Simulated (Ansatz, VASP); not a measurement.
**NaH: VASP beside Ansatz**

```xyz
2
Lattice="0.0000 2.3325 2.3796 2.3325 0.0000 2.3796 2.3325 2.3325 0.0000" Properties=species:S:1:pos:R:3 pbc="T T T"
Na    0.0000    0.0000    0.0000
H     2.3325    2.3325    2.3796
```

Alike in both runs: task single point; functional r2SCAN; k mesh 10 × 10 × 10; occupations fermi-dirac, width 0.2 eV; no spin polarisation.

```csv
,VASP,Ansatz
version,VASP 6.6.1,Ansatz 0.2.0
potentials or method,"VASP PAW PBE potentials, release 64 (Na_pv, H), cutoff 520 eV","scalar-relativistic, plane waves, PAW"
valence electrons in the cell,8,10
```

VASP gave:

```
gap on the k mesh at the Fermi level (eV)                     : 4.53
least direct gap on the mesh (eV)                             : 5.40
pressure (GPa)                                                : 1.5
traceless stress, the component that is largest in VASP (GPa) : -0.57
```

What did Ansatz give for the same quantities?

gap on the k mesh at the Fermi level (eV): 4.52; least direct gap on the mesh (eV): 5.41; pressure (GPa): 1.7; traceless stress, the component that is largest in VASP (GPa): -0.63.

VASP's potentials were made for PBE, not for r2SCAN. VASP's potentials hold 8 valence electrons a cell and Ansatz's 10, so a difference there can come from the potentials and not from the codes.
